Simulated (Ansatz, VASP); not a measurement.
## One calculation of SnO2, two programs

The input INCAR:

```
SYSTEM = SnO2
PREC = Accurate
ENCUT = 520
EDIFF = 1E-6
ISMEAR = -1
SIGMA = 0.05
LREAL = .FALSE.
LASPH = .TRUE.
NELM = 80
ALGO = Normal
ISIF = 2
LWAVE = .FALSE.
LCHARG = .FALSE.
GGA = PS
NBANDS = 20
```

File KPOINTS:

```
regular mesh
0
G
  9 9 9
  0 0 0
```

POSCAR

```
SnO2
1.0
    0.0000000000      2.6246363468      2.6246363468
    2.6246363468      0.0000000000      2.6246363468
    2.6246363468      2.6246363468      0.0000000000
Sn O
1 2
Direct
    0.0000000000      0.0000000000      0.0000000000
    0.7500000000      0.7500000000      0.7500000000
    0.2500000000      0.2500000000      0.2500000000
```

Contents of input.yaml:

```yaml
crystal:
  lattice:
    - [0.0, 2.6246363468, 2.6246363468]
    - [2.6246363468, 0.0, 2.6246363468]
    - [2.6246363468, 2.6246363468, 0.0]
  atoms:
    - { symbol: Sn, position: [0.0, 0.0, 0.0] }
    - { symbol: O, position: [0.75, 0.75, 0.75] }
    - { symbol: O, position: [0.25, 0.25, 0.25] }
kpoints:
  mp_grid: { grid: [9, 9, 9] }
scf:
  occupations: { method: fermi_dirac, width: 0.05 }
hamiltonian:
  xc: pbesol
  pseudopotentials: { kind: all_electron, lapw: { basis_error: 0.002 } }
output:
  forces: true
  stress: true
  eigenvalues: true
```

Change from the starting cell: volume scaled by 1.06.

Alike in both runs: task single point; functional PBEsol; k mesh 9 × 9 × 9; occupations fermi-dirac, width 0.05 eV; no spin polarisation.

|  | VASP | Ansatz |
| --- | --- | --- |
| version | VASP 6.6.1 | Ansatz 0.2.0 |
| potentials or method | VASP PAW PBE potentials, release 64 (Sn_d, O), cutoff 520 eV | all-electron LAPW, scalar-relativistic |

Ansatz gave:

| Property | Result |
| --- | --- |
| gap on the k mesh at the Fermi level (eV) | none |
| pressure (GPa) | -15.8 |

Which values does VASP return?

gap on the k mesh at the Fermi level (eV): none; pressure (GPa): -15.4.

VASP's potentials were made for PBE, not for PBEsol. A gap of «none» marks a metal or a gap that the smearing closes. Ansatz ran all-electron here, and VASP with PAW potentials.
